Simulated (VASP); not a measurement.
Wanted: the native input for a VASP 6.6.1 run.

```
Task                   : single point
Functional             : LDA
Potentials or basis    : VASP PAW LDA potentials, release 64 (Ti_sv, P, O)
Cutoff                 : 520 eV
k mesh                 : 8 × 8 × 3
Occupations            : methfessel-paxton, width 0.1 eV
Spin                   : no spin polarisation
Dipole correction      : no
Further INCAR settings : ALGO = Normal; EDIFF = 1e-06; NBANDS = 36
```

The structure of Ti3PO2 lies in POSCAR:

```
Ti3PO2
1.0
    3.1511181652      0.0000000000      0.0000000000
   -1.5755590876      2.7289483802      0.0000000000
    0.0000000000      0.0000000000      7.9689749413
Ti P O
3 1 2
Direct
    0.3333333333      0.6666666667      0.7067560000
    0.6666666667      0.3333333333      0.2932440000
    0.0000000000      0.0000000000      0.0000000000
    0.0000000000      0.0000000000      0.5000000000
    0.3333333333      0.6666666667      0.1422570000
    0.6666666667      0.3333333333      0.8577430000
```

One way to write it, as run:

INCAR

```
PREC     = Accurate       # precision mode
ENCUT    = 520            # plane-wave cutoff, eV
EDIFF    = 1E-6           # SCF threshold, eV
ISMEAR   = 1              # smearing method
SIGMA    = 0.1            # smearing width, eV
LREAL    = F              # projectors in reciprocal space
LASPH    = T              # aspherical terms in the spheres
NELM     = 100            # most SCF steps
ALGO     = Normal         # electronic algorithm
ISIF     = 2              # what is computed and relaxed
LWAVE    = F              # write WAVECAR
LCHARG   = T              # write CHGCAR
LELF     = T              # ELF
LVHAR    = T            
NBANDS   = 36             # bands
```

KPOINTS

```
Automatic mesh
0
Gamma
  8 8 3
```

Potentials or basis: VASP PAW LDA potentials, release 64 (Ti_sv, P, O).

Command:

```console
$ cat potpaw_LDA.64/Ti_sv/POTCAR potpaw_LDA.64/P/POTCAR potpaw_LDA.64/O/POTCAR > POTCAR
$ mpirun -np 1 vasp_std > vasp.out
```

It gave:

| Item | Value |
| --- | --- |
| Pressure | -9.1 GPa |
| Largest force | 0.303 eV/Å |
| Band gap on the k mesh | zero (an odd number of electrons rules out a gap without spin polarisation) |

Caveat: the cell stands under tension; an odd number of electrons without spin polarisation forces a metal; a magnetic or distorted state may lie lower.

It took 120 s on 1 thread of Intel(R) Xeon(R) Platinum 8375C CPU @ 2.90GHz (Ice Lake), on a shared host, peak memory 0.18 GiB.
